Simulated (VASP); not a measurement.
The system is Lu.

```
Lu
1.0
     3.50310    0.00000    0.00000
    -1.75155    3.03377    0.00000
     0.00000    0.00000    5.55090
Lu
2
Direct
  0.33333 0.66667 0.25000
  0.66667 0.33333 0.75000
```

| Item | Value |
| --- | --- |
| Program | VASP 6.6.1 |
| Task | relaxation of cell and atoms |
| Functional | r2SCAN |
| Potentials or basis | VASP PAW PBE potentials, release 64 (Lu) |
| Cutoff | 600 eV |
| k mesh | 7 × 7 × 4 |
| Occupations | gaussian, width 0.05 eV |
| Spin | no spin polarisation |

At the start: pressure -0.7 GPa; volume 29.50 Å³/atom.

Problem. Where does the relaxation end?

Solution. Over 4 steps the energy falls by 2.5 meV/atom and the volume is 29.03 Å³/atom (-1.6 %); space group P6_3/mmc (No. 194, to 0.1 Å) before and after.

The path:
| step | energy change (eV) | largest force (eV/Å) | pressure (GPa) | volume (Å³) |
| --- | --- | --- | --- | --- |
| 1 | 0.0000 | 0.0000 | -0.73 | 58.99 |
| 2 | -0.0046 | 0.0000 | 0.17 | 57.85 |
| 3 | -0.0046 | 0.0000 | 0.15 | 57.87 |
| 4 | -0.0050 | 0.0000 | -0.03 | 58.06 |

Final structure:
```xyz
2
Lattice="3.5055 0.0000 0.0000 -1.7527 3.0358 0.0000 0.0000 0.0000 5.4562" Properties=species:S:1:pos:R:3 pbc="T T T"
Lu    0.0000    2.0239    1.3641
Lu    1.7527    1.0119    4.0922
```

Caveat: the PAW data sets were made with another functional, which shifts forces and pressure a little.
